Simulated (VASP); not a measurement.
# Sn (Immm) in VASP: a series of runs, part 2 of 2

VASP 6.6.1. Earlier steps stand in the parts before.

**3. Single point, r2SCAN**

This run uses another cell than the first one, of 30.39 Å³/atom, 1.019 times its volume.

Input file POSCAR:

```
Sn
1.0
   -1.7604013028      1.8103704880      2.3842034864
    1.7604013028     -1.8103704880      2.3842034864
    1.7604013028      1.8103704880     -2.3842034864
Sn
1
Direct
    0.0000000000      0.0000000000      0.0000000000
```

Input file INCAR.step1:

```
SYSTEM = Sn
ALGO = Normal
EDIFF = 1E-4
ENCUT = 520
GGA = PE
ISMEAR = -1
LASPH = .TRUE.
LCHARG = .FALSE.
LREAL = .FALSE.
LWAVE = .TRUE.
NBANDS = 13
NELM = 60
PREC = Accurate
SIGMA = 0.05
```

Input file INCAR.step2:

```
SYSTEM = Sn
ALGO = Normal
EDIFF = 1E-7
ENCUT = 520
ISIF = 2
ISMEAR = -1
ISTART = 1
LASPH = .TRUE.
LCHARG = .FALSE.
LMIXTAU = .TRUE.
LREAL = .FALSE.
LWAVE = .FALSE.
METAGGA = R2SCAN
NBANDS = 13
NELM = 60
PREC = Accurate
SIGMA = 0.05
```

Input file KPOINTS:

```
k-points
0
G
  11 11 11
  0 0 0
```

Potentials or basis: VASP PAW PBE potentials, release 64 (Sn_d).

Started as:

```console
cat potpaw_PBE.64/Sn_d/POTCAR > POTCAR
cp INCAR.step1 INCAR
mpirun -np 1 vasp_std > vasp.out
cp INCAR.step2 INCAR
mpirun -np 1 vasp_std > vasp.out
```

Run time: 3.3 min. Hardware: 1 thread of AMD EPYC 9R45 (Zen 5), shared host; peak memory 0.19 GiB.

Results (log left out):

- Free energy: -24.4650 eV
- Pressure: -4.3 GPa
- Band gap on the k mesh: zero (band 7 reaches 13.79 eV, above the bottom of band 8 at 5.10 eV)

Stress tensor (GPa, compression positive):
```
-3.83  0.00  0.00
 0.00 -5.19  0.00
 0.00  0.00 -3.99
```

Levels at points of the mesh, in eV from the Fermi level:
```tsv
k point	band 4	band 5	band 6	band 7	band 8	band 9	band 10	band 11
(0.00, 0.00, 0.00)	-22.20	-22.16	-10.93	6.99	7.14	7.53	11.22	11.28
```

Caveat: the PAW data sets were made with another functional, which shifts forces and pressure a little; spin-orbit coupling is left out, which moves the levels of the heavy elements.

**4. Single point, LDA**

This run uses another cell than the first one, of 26.95 Å³/atom, 0.904 times its volume.

Input file INCAR:

```
PREC     = Accurate       # precision mode
ENCUT    = 520            # plane-wave cutoff, eV
EDIFF    = 1E-6           # SCF threshold, eV
ISMEAR   = -1             # smearing method
SIGMA    = 0.05           # smearing width, eV
LREAL    = False          # projectors in reciprocal space
LASPH    = True           # aspherical terms in the spheres
NELM     = 80             # most SCF steps
ALGO     = Fast           # electronic algorithm
ISIF     = 2              # what is computed and relaxed
LWAVE    = False          # write WAVECAR
LCHARG   = False          # write CHGCAR
GGA      = CA             # functional
NBANDS   = 13             # bands
```

Input file KPOINTS:

```
Automatic mesh
0
Gamma
  11 11 11
```

Input file POSCAR:

```
Sn
1.0
   -1.6912936206      1.7393011766      2.2906073406
    1.6912936206     -1.7393011766      2.2906073406
    1.6912936206      1.7393011766     -2.2906073406
Sn
1
Direct
    0.0000000000      0.0000000000      0.0000000000
```

Potentials or basis: VASP PAW LDA potentials, release 64 (Sn_d).

Started as:

```console
cat potpaw_LDA.64/Sn_d/POTCAR > POTCAR
mpirun -np 1 vasp_std > vasp.out
```

Wall time 46 s (1 thread of AMD EPYC 9R45 (Zen 5), shared host); peak memory 0.16 GiB.

It converged, with:

* Free energy: -4.4392 eV
* Pressure: -2.1 GPa
* Band gap on the k mesh: zero (band 7 reaches 15.37 eV, above the bottom of band 8 at 6.07 eV)

Stress tensor (GPa, compression positive):
```
-1.42  0.00  0.00
 0.00 -3.18  0.00
 0.00  0.00 -1.84
```

Levels at points of the mesh, in eV from the Fermi level:
| k point | band 4 | band 5 | band 6 | band 7 | band 8 | band 9 | band 10 | band 11 |
| --- | --- | --- | --- | --- | --- | --- | --- | --- |
| (0.00, 0.00, 0.00) | -21.39 | -21.34 | -11.20 | 7.42 | 7.57 | 8.01 | 10.82 | 11.58 |

Caveat: spin-orbit coupling is left out, which moves the levels of the heavy elements.

**5. Single point, LDA**

This run uses another cell than the first one, of 27.53 Å³/atom, 0.923 times its volume.

Input file INCAR:

```
SYSTEM = Sn
ALGO = Normal
EDIFF = 1E-7
ENCUT = 520
ISIF = 2
ISMEAR = -1
LASPH = .TRUE.
LCHARG = .TRUE.
LELF = .TRUE.
LREAL = .FALSE.
LVHAR = .TRUE.
LWAVE = .FALSE.
NBANDS = 13
NELM = 60
PREC = Accurate
SIGMA = 0.05
```

Input file KPOINTS:

```
k-points
0
G
  11 11 11
  0 0 0
```

Input file POSCAR:

```
Sn
1.0
   -1.7032045314      1.7515501800      2.3067389097
    1.7032045314     -1.7515501800      2.3067389097
    1.7032045314      1.7515501800     -2.3067389097
Sn
1
Direct
    0.0000000000      0.0000000000      0.0000000000
```

Started as:

```console
cat potpaw_LDA.64/Sn_d/POTCAR > POTCAR
mpirun -np 1 vasp_std > vasp.out
```

Wall time 36 s (1 thread of AMD EPYC 9R45 (Zen 5), shared host); peak memory 0.16 GiB.

It converged, with:

- Free energy: -4.4299 eV
- Pressure: -3.2 GPa
- Band gap on the k mesh: zero (band 7 reaches 14.95 eV, above the bottom of band 8 at 5.87 eV)

Stress tensor (GPa, compression positive):
```
-2.50  0.00  0.00
 0.00 -4.19  0.00
 0.00  0.00 -2.85
```

Levels at points of the mesh, in eV from the Fermi level:
```
           k point  band 3  band 4  band 5  band 6  band 7  band 8  band 9  band 10  band 11  band 12
(0.00, 0.00, 0.00)  -21.42  -21.39  -21.35  -11.06    7.24    7.39    7.82    10.79    11.45    11.97
```

Caveat: spin-orbit coupling is left out, which moves the levels of the heavy elements.

**6. Single point, LDA**

This run uses another cell than the first one, of 28.10 Å³/atom, 0.942 times its volume.

Input file INCAR:

```
SYSTEM = Sn
ALGO = Normal
EDIFF = 1E-7
ENCUT = 520
ISIF = 2
ISMEAR = -1
LASPH = .True.
LCHARG = .False.
LREAL = .False.
LWAVE = .False.
NBANDS = 13
NELM = 80
PREC = Accurate
SIGMA = 0.05
```

Input file KPOINTS:

```
k-points
0
Gamma
  11 11 11
  0 0 0
```

Input file POSCAR:

```
Sn
1.0
   -1.7149511408      1.7636302181      2.3226479567
    1.7149511408     -1.7636302181      2.3226479567
    1.7149511408      1.7636302181     -2.3226479567
Sn
1
Direct
    0.0000000000      0.0000000000      0.0000000000
```

Potentials or basis: VASP PAW LDA potentials, release 64 (Sn_d).

Started as:

```console
cat potpaw_LDA.64/Sn_d/POTCAR > POTCAR
mpirun -np 1 vasp_std > vasp.out
```

OUTCAR:

```text
SYSTEM = Sn
   EDIFF = 1E-7
   ENCUT = 520
   ISIF = 2
   ISMEAR = -1
   LASPH = .True.
   LREAL = .False.
   NELM = 80
   PREC = Accurate

 ion  position               nearest neighbor table
   1  0.000  0.000  0.000-

  LATTYP: Found a body centered orthorhombic cell.
 ALAT       =     3.4299022816
 B/A-ratio  =     1.0283851103
 C/A-ratio  =     1.3543522620

  Lattice vectors:

 A1 = (  -1.7149511408,   1.7636302181,   2.3226479567)
 A2 = (   1.7149511408,  -1.7636302181,   2.3226479567)
 A3 = (   1.7149511408,   1.7636302181,  -2.3226479567)

[... 555 lines left out ...]
      7       5.1663      2.00000
      8       9.9664      0.00000
      9      11.6451      0.00000
     10      14.9975      0.00000
     11      20.0639      0.00000
     12      21.1118      0.00000
     13      22.5379      0.00000

 [... further k-points ...]
[... 5 lines left out ...]
  --------------------------------------------------------------------------------------
  -------------------------------------------------------------------------------------
  Total       -0.5991420     -0.8864528     -0.6511719      0.0000000      0.0000000      0.0000000
  in kB      -34.1615591    -50.5432946    -37.1281751      0.0000000      0.0000000      0.0000000
  external PRESSURE =     -40.6110096 kB  Pullay stress =       0.0000000 kB

 VOLUME and BASIS-vectors are now :
 -----------------------------------------------------------------------------
  energy-cutoff  :      520.00
  volume of cell :       28.10
      direct lattice vectors                 reciprocal lattice vectors
    -1.714951141  1.763630218  2.322647957     0.000000000  0.283506143  0.215271539
     1.714951141 -1.763630218  2.322647957     0.291553496  0.000000000  0.215271539
     1.714951141  1.763630218 -2.322647957     0.291553496  0.283506143  0.000000000

 POSITION                                       TOTAL-FORCE (eV/Angst)
 -----------------------------------------------------------------------------------
      0.00000      0.00000      0.00000         0.000000     -0.000000     -0.000000
 -----------------------------------------------------------------------------------
    total drift:                               -0.000000      0.000000      0.000000

  FREE ENERGIE OF THE ION-ELECTRON SYSTEM (eV)
  ---------------------------------------------------
  free  energy   TOTEN  =        -4.4171739717 eV

  energy  without entropy=       -4.4136864170  energy(sigma->0) =       -4.41543019
```

Wall time 37 s (1 thread of AMD EPYC 9R45 (Zen 5), shared host); peak memory 0.16 GiB.

Results:

| Property | Result |
| --- | --- |
| Free energy | -4.4172 eV |
| Pressure | -4.1 GPa |
| Band gap on the k mesh | zero (band 7 reaches 14.54 eV, above the bottom of band 8 at 5.68 eV) |

Levels at points of the mesh, in eV from the Fermi level:
```tsv
k point	band 4	band 5	band 6	band 7	band 8	band 9	band 10	band 11
(0.00, 0.00, 0.00)	-21.39	-21.35	-10.92	7.07	7.23	7.63	10.76	11.32
```

Caveat: spin-orbit coupling is left out, which moves the levels of the heavy elements.

**7. The runs side by side**

| level | potentials or basis | cell | gap on the mesh (eV) | pressure (GPa) |
| --- | --- | --- | --- | --- |
| r2SCAN | VASP PAW PBE potentials, release 64 (Sn_d) | a = 3.451 Å, angles 119.1, 117.2, 93.3°, 1 atom | none | -3.7 |
| r2SCAN | VASP PAW PBE potentials, release 64 (Sn_d) | a = 3.473 Å, angles 119.1, 117.2, 93.3°, 1 atom | none | -4.3 |
| LDA | VASP PAW LDA potentials, release 64 (Sn_d) | a = 3.337 Å, angles 119.1, 117.2, 93.3°, 1 atom | none | -2.1 |
| LDA | VASP PAW LDA potentials, release 64 (Sn_d) | a = 3.360 Å, angles 119.1, 117.2, 93.3°, 1 atom | none | -3.2 |
| LDA | VASP PAW LDA potentials, release 64 (Sn_d) | a = 3.383 Å, angles 119.1, 117.2, 93.3°, 1 atom | none | -4.1 |

Alike in all rows: task single point; no spin polarisation; k mesh 11 × 11 × 11; cutoff (eV) 520; smearing fermi-dirac 0.05 eV.

Caveats: spin-orbit coupling is left out, which moves the levels of the heavy elements; the PAW data sets were made with another functional, which shifts forces and pressure a little (some runs).

Absolute energies hang on the potentials; compare differences alone.
